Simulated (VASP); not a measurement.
Set up this calculation in VASP 6.6.1, as the native input.

```yaml
Task: single point
Functional: LDA
Potentials_or_basis: VASP PAW LDA potentials, release 64 (Sn_d, O)
Cutoff: 520 eV
k_mesh: 12 × 12 × 10
Occupations: gaussian, width 0.15 eV
Spin: no spin polarisation
Dipole_correction: no
Further_INCAR_settings: ALGO = Normal; EDIFF = 1e-07; NBANDS = 28
```

The structure of SnO lies in POSCAR:

```
SnO
1.0
    3.6636318294      0.0000000000      0.0000000000
    0.0000000000      3.6636318294      0.0000000000
    0.0000000000      0.0000000000      4.5277233416
Sn O
2 2
Direct
    0.0000000000      0.5000000000      0.2457459271
    0.5000000000      0.0000000000      0.7542540729
    0.0000000000      0.0000000000      0.0000000000
    0.5000000000      0.5000000000      0.0000000000
```

This cell differs from its parent crystal: volume 15.193 Å^3 an atom, c/a of the conventional cell 1.2359.

The input as run:

INCAR

```
ALGO     = Normal         # electronic algorithm
EDIFF    = 1E-7           # SCF threshold, eV
ENCUT    = 520            # plane-wave cutoff, eV
ISIF     = 2              # what is computed and relaxed
ISMEAR   = 0              # smearing method
LASPH    = T              # aspherical terms in the spheres
LCHARG   = T              # write CHGCAR
LELF     = T              # ELF
LREAL    = F              # projectors in reciprocal space
LVHAR    = T            
LWAVE    = F              # write WAVECAR
NBANDS   = 28             # bands
NELM     = 60             # most SCF steps
PREC     = Accurate       # precision mode
SIGMA    = 0.15           # smearing width, eV
```

KPOINTS

```
k-points
0
Gamma
  12 12 10
```

Potentials or basis: VASP PAW LDA potentials, release 64 (Sn_d, O).

The run is started by

```console
$ cat potpaw_LDA.64/Sn_d/POTCAR potpaw_LDA.64/O/POTCAR > POTCAR
$ mpirun -np 1 vasp_std > vasp.out
```

Results of the run:

```json
{"Pressure": "11.2 GPa", "Largest force": "1.506 eV/Å", "Band gap on the k mesh": "zero (band 20 reaches 9.05 eV, above the bottom of band 21 at 8.50 eV)"}
```

Caveat: spin-orbit coupling is left out, which moves the levels of the heavy elements; forces of over 1 eV/Å act on the atoms, so gaps and moduli don't describe the material at rest.

Run time: 5.6 min on 1 thread of Intel Xeon 6975P-C, with other jobs on the host, peak memory 0.33 GiB.
